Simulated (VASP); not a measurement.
Crystal: AlN (rocksalt type).

```
Al N
1.0
     0.00000    2.15443    2.15443
     2.15443    0.00000    2.15443
     2.15443    2.15443    0.00000
Al N
1 1
Direct
  0.00000 0.00000 0.00000
  0.50000 0.50000 0.50000
```

| Item | Value |
| --- | --- |
| Program | VASP 6.6.1 |
| Task | relaxation of cell and atoms |
| Functional | r2SCAN |
| Potentials or basis | VASP PAW PBE potentials, release 64 (Al, N) |
| Cutoff | 600 eV |
| k mesh | 15 × 15 × 15 |
| Occupations | fermi-dirac, width 0.05 eV |
| Spin | no spin polarisation |

At the start: pressure -37.0 GPa; volume 10.00 Å³/atom.

Question: Where does the relaxation end?

Answer: Over 4 steps the energy falls by 245.2 meV/atom and the volume is 8.21 Å³/atom (-17.9 %); space group Fm-3m (No. 225, to 0.05 Å).

The path:
```tsv
step	energy change (eV)	largest force (eV/Å)	pressure (GPa)	volume (Å³)
1	0.0000	0.0000	-37.04	20.00
2	-0.0989	0.0000	59.68	14.03
3	-0.4901	0.0000	-1.18	16.49
4	-0.4904	0.0000	-0.09	16.42
```

Final structure:
```
Al N
1.0
     0.00000    2.01742    2.01742
     2.01742    0.00000    2.01742
     2.01742    2.01742    0.00000
Al N
1 1
Direct
  0.00000 0.00000 0.00000
  0.50000 0.50000 0.50000
```

Caveat: the volume moved by over 15 % at a fixed basis, so the end points are rough; the PAW data sets were made with another functional, which shifts forces and pressure a little.
